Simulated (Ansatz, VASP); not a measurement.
**Ga in VASP and in Ansatz**

```
Ga
1.0
    -1.53995    1.53995    1.53995
     1.53995   -1.53995    1.53995
     1.53995    1.53995   -1.53995
Ga
1
Direct
  0.00000 0.00000 0.00000
```

Change from the starting cell: volume scaled by 0.84, PAW files.

Alike in both runs: task single point; functional LDA; k mesh 16 × 16 × 16; occupations fermi-dirac, width 0.05 eV; no spin polarisation.

```csv
,VASP,Ansatz
version,VASP 6.6.1,Ansatz 0.2.0
potentials or method,"VASP PAW LDA potentials, release 64 (Ga_d)","PAW with Ansatz's default frozen-core files, scalar-relativistic"
plane-wave cutoff (eV),520,420
valence electrons in the cell,13,13
```

```tsv
	VASP	Ansatz	Ansatz less VASP
pressure (GPa)	17.1	16.8	-0.31
```

LDA's correlation is that of Perdew and Zunger in VASP and of Perdew and Wang (1992) in Ansatz.
